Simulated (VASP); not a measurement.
# KF in VASP: a series of runs

The runs below take KF through electric field gradients, with PBEsol, LDA.

Program: VASP 6.6.1. These are calculated values, not measurements. Logs are shortened: lines on timing, memory, paths and dates and some standing lists are left out, and cuts for length are marked.

## 1. The cell of the first run

The structure is tetragonal, space group P4/mmm (No. 123). The conventional cell has a = 3.275 Å, b = 3.275 Å, c = 3.226 Å, α = 90.00°, β = 90.00°, γ = 90.00°. Within 3.7 Å of K (site symmetry 4/mmm) lie 8 F at 2.82 Å and 6 K at 3.23 to 3.28 Å. F (site symmetry 4/mmm) has 8 K at 2.82 Å and 6 F at 3.23 to 3.28 Å within 3.7 Å.

## 2. Electric field gradients, PBEsol

INCAR reads:

```
PREC = Accurate
ENCUT = 520
EDIFF = 1E-8
ISMEAR = -1
SIGMA = 0.02
LREAL = F
LASPH = T
NELM = 100
ALGO = Normal
ISIF = 2
LWAVE = F
LCHARG = F
GGA = PS
LEFG = T
NBANDS = 15
```

KPOINTS reads:

```
Automatic mesh
0
Gamma
  9 9 9
```

POSCAR reads:

```
KF
1.0
    3.2753730134      0.0000000000      0.0000000000
    0.0000000000      3.2753730134      0.0000000000
    0.0000000000      0.0000000000      3.2263654500
K F
1 1
Direct
    0.0000000000      0.0000000000      0.0000000000
    0.5000000000      0.5000000000      0.5000000000
```

Potentials or basis: VASP PAW PBE potentials, release 64 (K_sv, F).

Command:

```
cat potpaw_PBE.64/K_sv/POTCAR potpaw_PBE.64/F/POTCAR > POTCAR
mpirun -np 1 vasp_std > vasp.out
```

OUTCAR:

```text
PREC = Accurate
   ENCUT = 520
   EDIFF = 1E-8
   ISMEAR = -1
   LREAL = F
   LASPH = T
   NELM = 100
   ISIF = 2
   GGA = PS

 ion  position               nearest neighbor table
   1  0.000  0.000  0.000-   2 2.82   2 2.82   2 2.82   2 2.82   2 2.82   2 2.82   2 2.82   2 2.82

   2  0.500  0.500  0.500-   1 2.82   1 2.82   1 2.82   1 2.82   1 2.82   1 2.82   1 2.82   1 2.82

  LATTYP: Found a simple tetragonal cell.
 ALAT       =     3.2753730134
 C/A-ratio  =     0.9850375627

  Lattice vectors:

 A1 = (   3.2753730134,   0.0000000000,   0.0000000000)
 A2 = (   0.0000000000,   3.2753730134,   0.0000000000)
 A3 = (   0.0000000000,   0.0000000000,   3.2263654500)

Analysis of symmetry for initial positions (statically):
=====================================================================
 Subroutine PRICEL returns:
 Original cell was already a primitive cell.

 Routine SETGRP: Setting up the symmetry group for a
 simple tetragonal supercell.

 Subroutine GETGRP returns: Found 16 space group operations
 (whereof 16 operations were pure point group operations)
 out of a pool of 16 trial point group operations.

The static configuration has the point symmetry D_4h.

Analysis of symmetry for dynamics (positions and initial velocities):
=====================================================================
 Subroutine PRICEL returns:
 Original cell was already a primitive cell.

 Routine SETGRP: Setting up the symmetry group for a
 simple tetragonal supercell.

 Subroutine GETGRP returns: Found 16 space group operations
 (whereof 16 operations were pure point group operations)
 out of a pool of 16 trial point group operations.

The dynamic configuration has the point symmetry D_4h.

 Subroutine INISYM returns: Found 16 space group operations
 (whereof 16 operations are pure point group operations),
 and found     1 'primitive' translations

----------------------------------------------------------------------------------------

                                     Primitive cell

  volume of cell :      34.6127

  direct lattice vectors                    reciprocal lattice vectors
     3.275373013  0.000000000  0.000000000     0.305308738  0.000000000  0.000000000
     0.000000000  3.275373013  0.000000000     0.000000000  0.305308738  0.000000000
[... 128 lines left out ...]
  free energy    TOTEN  =        -8.33791657 eV

  energy without entropy =       -8.33791657  energy(sigma->0) =       -8.33791657

 E-fermi :  -1.5911     XC(G=0):  -9.2555

 val. band max:       -2.1263104906   @ k =   0.4444   0.4444   0.0000
 cond. band min:       3.9440081351   @ k =   0.0000   0.0000   0.0000
 fundamental gap:      6.0703186257
 Fermi energy:        -1.5910617204

 k-point     1 :       0.0000    0.0000    0.0000
  band No.  band energies     occupation
      1     -28.9871      2.00000
      2     -20.9264      2.00000
      3     -12.0886      2.00000
      4     -12.0886      2.00000
      5     -12.0504      2.00000
      6      -2.2192      2.00000
      7      -2.2192      2.00000
      8      -2.1668      2.00000
      9       3.9440      0.00000
     10       6.0391      0.00000
     11       6.0756      0.00000
     12      11.6307      0.00000
     13      11.7350      0.00000
     14      11.7350      0.00000
[... 401 lines left out ...]
      2     -20.9330      2.00000
      3     -12.7427      2.00000
      4     -12.0864      2.00000
      5     -12.0501      2.00000
      6      -3.2269      2.00000
      7      -2.4191      2.00000
      8      -2.2955      2.00000
      9       7.2128      0.00000
     10       7.3810      0.00000
     11       8.0720      0.00000
     12       9.7842      0.00000
     13      10.8158      0.00000
     14      11.2791      0.00000
     15      14.5134      0.00000

 [... further k-points ...]
[... 5 lines left out ...]
  --------------------------------------------------------------------------------------
  -------------------------------------------------------------------------------------
  Total       -0.6228910     -0.6228910     -0.3496217      0.0000000      0.0000000      0.0000000
  in kB      -28.8328461    -28.8328461    -16.1835545      0.0000000      0.0000000      0.0000000
  external PRESSURE =     -24.6164156 kB  Pullay stress =       0.0000000 kB

 VOLUME and BASIS-vectors are now :
 -----------------------------------------------------------------------------
  energy-cutoff  :      520.00
  volume of cell :       34.61
      direct lattice vectors                 reciprocal lattice vectors
     3.275373013  0.000000000  0.000000000     0.305308738  0.000000000  0.000000000
     0.000000000  3.275373013  0.000000000     0.000000000  0.305308738  0.000000000
     0.000000000  0.000000000  3.226365450     0.000000000  0.000000000  0.309946290

 POSITION                                       TOTAL-FORCE (eV/Angst)
 -----------------------------------------------------------------------------------
      0.00000      0.00000      0.00000         0.000000      0.000000      0.000000
      1.63769      1.63769      1.61318         0.000000      0.000000      0.000000
 -----------------------------------------------------------------------------------
    total drift:                                0.000000      0.000000     -0.000000

  FREE ENERGIE OF THE ION-ELECTRON SYSTEM (eV)
  ---------------------------------------------------
  free  energy   TOTEN  =        -8.3379165718 eV

  energy  without entropy=       -8.3379165718  energy(sigma->0) =       -8.33791657

 Electric field gradients (V/A^2)
---------------------------------------------------------------------
 ion       V_xx      V_yy      V_zz      V_xy      V_xz      V_yz
---------------------------------------------------------------------
   1      -1.388    -1.388     2.776    -0.000    -0.000     0.000
   2       1.131     1.131    -2.262    -0.000     0.000    -0.000
---------------------------------------------------------------------

 Electric field gradients after diagonalization (V/A^2)
 (convention: |V_zz| > |V_xx| > |V_yy|)
----------------------------------------------------------------------
 ion       V_xx      V_yy      V_zz     asymmetry (V_yy - V_xx)/ V_zz
----------------------------------------------------------------------
   1      -1.388    -1.388     2.776       0.000
   2       1.131     1.131    -2.262       0.000
----------------------------------------------------------------------

           NMR quadrupolar parameters

 Cq : quadrupolar parameter    Cq=e*Q*V_zz/h
 eta: asymmetry parameters     (V_yy - V_xx)/ V_zz
 Q  : nuclear electric quadrupole moment in mb (millibarn)
----------------------------------------------------------------------
 ion       Cq(MHz)       eta       Q (mb)
----------------------------------------------------------------------
   1       0.007       0.000       1.000
   2      -0.005       0.000       1.000
----------------------------------------------------------------------
```

OSZICAR:

```text
N       E                     dE             d eps       ncg     rms          rms(c)
DAV:   1     0.106035524879E+03    0.10604E+03   -0.83427E+03  2250   0.105E+03
DAV:   2    -0.520837425016E+01   -0.11124E+03   -0.10262E+03  3026   0.283E+02
DAV:   3    -0.933136885170E+01   -0.41230E+01   -0.41096E+01  2881   0.477E+01
DAV:   4    -0.942715002589E+01   -0.95781E-01   -0.95769E-01  3170   0.706E+00
DAV:   5    -0.942923154652E+01   -0.20815E-02   -0.20815E-02  3099   0.819E-01    0.550E+00
DAV:   6    -0.841655492020E+01    0.10127E+01   -0.23605E+00  2474   0.127E+01    0.379E+00
DAV:   7    -0.836427769016E+01    0.52277E-01   -0.65229E-02  2894   0.227E+00    0.206E+00
DAV:   8    -0.833711336148E+01    0.27164E-01   -0.44649E-02  2748   0.217E+00    0.298E-01
DAV:   9    -0.833775741958E+01   -0.64406E-03   -0.28996E-03  2678   0.518E-01    0.112E-01
DAV:  10    -0.833787274208E+01   -0.11532E-03   -0.30402E-04  2910   0.175E-01    0.945E-02
DAV:  11    -0.833791965173E+01   -0.46910E-04   -0.50153E-05  2572   0.731E-02    0.134E-02
DAV:  12    -0.833791679066E+01    0.28611E-05   -0.67766E-06  2932   0.309E-02    0.318E-03
DAV:  13    -0.833791657033E+01    0.22033E-06   -0.72087E-07  2698   0.829E-03    0.131E-03
DAV:  14    -0.833791657181E+01   -0.14775E-08   -0.54212E-08  2887   0.237E-03
   1 F= -.83379166E+01 E0= -.83379166E+01  d E =-.311373E-13
```

It took 22 s on 1 thread of AMD EPYC 7R43 (Zen 3), shared host; peak memory 0.13 GiB.

Results:

```
Free energy            : -8.3379 eV
Pressure               : -2.5 GPa
Band gap on the k mesh : 6.07 eV, indirect (least direct gap 6.11 eV)
```

Electric field gradients, principal values (V/Å²):
| atom | least | middle | greatest (by size) |
| --- | --- | --- | --- |
| 1 K | -1.388 | -1.388 | 2.776 |
| 2 F | 1.131 | 1.131 | -2.262 |

Caveat: without QUAD_EFG the Cq values of the log hold for a quadrupole moment of 1 mb, not for the nuclei; the PAW data sets were made with another functional, which shifts forces and pressure a little.

## 3. Electric field gradients, LDA (x and y stretched by +1 %, z held)

INCAR reads:

```
ALGO     = Normal         # electronic algorithm
EDIFF    = 1E-8           # SCF threshold, eV
ENCUT    = 520            # plane-wave cutoff, eV
ISIF     = 2              # what is computed and relaxed
ISMEAR   = -1             # smearing method
LASPH    = T              # aspherical terms in the spheres
LCHARG   = F              # write CHGCAR
LEFG     = T            
LREAL    = F              # projectors in reciprocal space
LWAVE    = F              # write WAVECAR
NBANDS   = 15             # bands
NELM     = 80             # most SCF steps
PREC     = Accurate       # precision mode
SIGMA    = 0.02           # smearing width, eV
```

KPOINTS reads:

```
k-points
0
Gamma
  9 9 9
```

POSCAR reads:

```
KF
1.0
    3.2915445500      0.0000000000      0.0000000000
    0.0000000000      3.2915445500      0.0000000000
    0.0000000000      0.0000000000      3.2589550000
K F
1 1
Direct
    0.0000000000      0.0000000000      0.0000000000
    0.5000000000      0.5000000000      0.5000000000
```

Potentials or basis: VASP PAW LDA potentials, release 64 (K_sv, F).

Command:

```
cat potpaw_LDA.64/K_sv/POTCAR potpaw_LDA.64/F/POTCAR > POTCAR
mpirun -np 1 vasp_std > vasp.out
```

OUTCAR:

```text
EDIFF = 1E-8
   ENCUT = 520
   ISIF = 2
   ISMEAR = -1
   LASPH = T
   LREAL = F
   NELM = 80
   PREC = Accurate

 ion  position               nearest neighbor table
   1  0.000  0.000  0.000-   2 2.84   2 2.84   2 2.84   2 2.84   2 2.84   2 2.84   2 2.84   2 2.84

   2  0.500  0.500  0.500-   1 2.84   1 2.84   1 2.84   1 2.84   1 2.84   1 2.84   1 2.84   1 2.84

  LATTYP: Found a simple tetragonal cell.
 ALAT       =     3.2915445500
 C/A-ratio  =     0.9900990099

  Lattice vectors:

 A1 = (   3.2915445500,   0.0000000000,   0.0000000000)
 A2 = (   0.0000000000,   3.2915445500,   0.0000000000)
 A3 = (   0.0000000000,   0.0000000000,   3.2589550000)

Analysis of symmetry for initial positions (statically):
=====================================================================
 Subroutine PRICEL returns:
 Original cell was already a primitive cell.

 Routine SETGRP: Setting up the symmetry group for a
 simple tetragonal supercell.

 Subroutine GETGRP returns: Found 16 space group operations
 (whereof 16 operations were pure point group operations)
 out of a pool of 16 trial point group operations.

The static configuration has the point symmetry D_4h.

Analysis of symmetry for dynamics (positions and initial velocities):
=====================================================================
 Subroutine PRICEL returns:
 Original cell was already a primitive cell.

 Routine SETGRP: Setting up the symmetry group for a
 simple tetragonal supercell.

 Subroutine GETGRP returns: Found 16 space group operations
 (whereof 16 operations were pure point group operations)
 out of a pool of 16 trial point group operations.

The dynamic configuration has the point symmetry D_4h.

 Subroutine INISYM returns: Found 16 space group operations
 (whereof 16 operations are pure point group operations),
 and found     1 'primitive' translations

----------------------------------------------------------------------------------------

                                     Primitive cell

  volume of cell :      35.3084

  direct lattice vectors                    reciprocal lattice vectors
     3.291544550  0.000000000  0.000000000     0.303808739  0.000000000  0.000000000
     0.000000000  3.291544550  0.000000000     0.000000000  0.303808739  0.000000000
     0.000000000  0.000000000  3.258955000     0.000000000  0.000000000  0.306846827

  length of vectors
     3.291544550  3.291544550  3.258955000     0.303808739  0.303808739  0.306846827

  position of ions in fractional coordinates (direct lattice)
     0.000000000  0.000000000  0.000000000
     0.500000000  0.500000000  0.500000000

  ion indices of the primitive-cell ions
   primitive index   ion index
                 1           1
                 2           2

----------------------------------------------------------------------------------------

 KPOINTS: k-points

Automatic generation of k-mesh.
 Grid dimensions read from file:
 generate k-points for:    9    9    9

[... 76 lines left out ...]
   EMIN   =  10.00;   EMAX   =-10.00  energy-range for DOS
   EFERMI =   0.00;   METHOD = LEGACY
   ISMEAR =    -1;   SIGMA  =   0.02  broadening in eV -4-tet -1-fermi 0-gaus
   EFERMI_NEDOS =   21; number of points for ismear=-14 and -15
   IALGO  =     38    algorithm
   IMIX   =      4    mixing-type and parameters
     AMIX     =   0.40;   BMIX     =  1.00
     AMIX_MAG =   1.60;   BMIX_MAG =  1.00
  volume/ion in A,a.u.               =      17.65       119.14
  Fermi-wavevector in a.u.,A,eV,Ry     =   1.257445  2.376226 21.513084  1.581167
  Thomas-Fermi vector in A             =   2.391103
   LORBIT       =      0    0 simple, 1 ext, 2 COOP (PROOUT), +10 PAW based schemes
   GGA     = CA    functional components
   LHFCALC =     F    Hartree Fock is set to
   AEXX    =    0.0000 exact exchange contribution
   IVDW    =     0    specifies the selected vdW correction
   LEPSILON=     F    determine dielectric tensor
   LRPA    =     F    only Hartree local field effects (RPA)
 non-spin polarized calculation
  energy-cutoff  :      520.00
  volume of cell :       35.31
 maximum number of plane-waves:       964
   NGX = 13   NGY = 13   NGZ = 13

 number of electron      15.9999998 magnetization

 Free energy of the ion-electron system (eV)
  ---------------------------------------------------
  ext. energy  EPLUGINS =         0.00000000
  ---------------------------------------------------
  free energy    TOTEN  =        -8.84346644 eV

  energy without entropy =       -8.84346644  energy(sigma->0) =       -8.84346644

 E-fermi :  -1.9573     XC(G=0):  -9.6288

 val. band max:       -2.5095327403   @ k =   0.4444   0.4444   0.0000
 cond. band min:       3.2564851805   @ k =   0.0000   0.0000   0.0000
 fundamental gap:      5.7660179207
 Fermi energy:        -1.9572533067

 k-point     1 :       0.0000    0.0000    0.0000
  band No.  band energies     occupation
      1     -29.0776      2.00000
      2     -20.9708      2.00000
      3     -12.3555      2.00000
      4     -12.3555      2.00000
      5     -12.3309      2.00000
      6      -2.5870      2.00000
      7      -2.5870      2.00000
      8      -2.5528      2.00000
      9       3.2565      0.00000
     10       5.5183      0.00000
     11       5.5429      0.00000
     12      11.1555      0.00000
     13      11.2247      0.00000
     14      11.2247      0.00000
[... 401 lines left out ...]
      2     -20.9751      2.00000
      3     -13.0129      2.00000
      4     -12.3566      2.00000
      5     -12.3241      2.00000
      6      -3.6011      2.00000
      7      -2.7861      2.00000
      8      -2.6723      2.00000
      9       6.5543      0.00000
     10       6.8497      0.00000
     11       7.4447      0.00000
     12       9.2341      0.00000
     13      10.1981      0.00000
     14      10.7612      0.00000
     15      13.9224      0.00000

 [... further k-points ...]
[... 5 lines left out ...]
  --------------------------------------------------------------------------------------
  -------------------------------------------------------------------------------------
  Total       -1.3974824     -1.3974824     -1.2209685      0.0000000      0.0000000     -0.0000000
  in kB      -63.4131169    -63.4131169    -55.4035002      0.0000000      0.0000000     -0.0000000
  external PRESSURE =     -60.7432447 kB  Pullay stress =       0.0000000 kB

 VOLUME and BASIS-vectors are now :
 -----------------------------------------------------------------------------
  energy-cutoff  :      520.00
  volume of cell :       35.31
      direct lattice vectors                 reciprocal lattice vectors
     3.291544550  0.000000000  0.000000000     0.303808739  0.000000000  0.000000000
     0.000000000  3.291544550  0.000000000     0.000000000  0.303808739  0.000000000
     0.000000000  0.000000000  3.258955000     0.000000000  0.000000000  0.306846827

 POSITION                                       TOTAL-FORCE (eV/Angst)
 -----------------------------------------------------------------------------------
      0.00000      0.00000      0.00000         0.000000      0.000000      0.000000
      1.64577      1.64577      1.62948         0.000000      0.000000      0.000000
 -----------------------------------------------------------------------------------
    total drift:                                0.000000      0.000000     -0.000000

  FREE ENERGIE OF THE ION-ELECTRON SYSTEM (eV)
  ---------------------------------------------------
  free  energy   TOTEN  =        -8.8434664422 eV

  energy  without entropy=       -8.8434664422  energy(sigma->0) =       -8.84346644

 Electric field gradients (V/A^2)
---------------------------------------------------------------------
 ion       V_xx      V_yy      V_zz      V_xy      V_xz      V_yz
---------------------------------------------------------------------
   1      -0.942    -0.942     1.885    -0.000    -0.000    -0.000
   2       0.744     0.744    -1.488    -0.000    -0.000    -0.000
---------------------------------------------------------------------

 Electric field gradients after diagonalization (V/A^2)
 (convention: |V_zz| > |V_xx| > |V_yy|)
----------------------------------------------------------------------
 ion       V_xx      V_yy      V_zz     asymmetry (V_yy - V_xx)/ V_zz
----------------------------------------------------------------------
   1      -0.942    -0.942     1.885       0.000
   2       0.744     0.744    -1.488       0.000
----------------------------------------------------------------------

           NMR quadrupolar parameters

 Cq : quadrupolar parameter    Cq=e*Q*V_zz/h
 eta: asymmetry parameters     (V_yy - V_xx)/ V_zz
 Q  : nuclear electric quadrupole moment in mb (millibarn)
----------------------------------------------------------------------
 ion       Cq(MHz)       eta       Q (mb)
----------------------------------------------------------------------
   1       0.005       0.000       1.000
   2      -0.004       0.000       1.000
----------------------------------------------------------------------
```

It took 20 s on 1 thread of AMD EPYC 7R43 (Zen 3), shared host; peak memory 0.12 GiB.

Results:

```
Free energy            : -8.8435 eV
Pressure               : -6.1 GPa
Band gap on the k mesh : 5.77 eV, indirect (least direct gap 5.81 eV)
```

Levels at points of the mesh, in eV from the valence-band top:
```csv
k point,band 4,band 5,band 6,band 7,band 8,band 9,band 10,band 11,band 12,band 13
"(0.00, 0.00, 0.00)",-9.85,-9.82,-0.08,-0.08,-0.04,5.77,8.03,8.05,13.66,13.73
```

Electric field gradients, principal values (V/Å²):
```
atom   least  middle  greatest (by size)
 1 K  -0.942  -0.942               1.885
 2 F   0.744   0.744              -1.488
```

Caveat: the cell differs from its parent crystal (x and y stretched by +1 %, z held); without QUAD_EFG the Cq values of the log hold for a quadrupole moment of 1 mb, not for the nuclei. A k mesh can miss the band edges.

(Continued in part 2 of 2.)
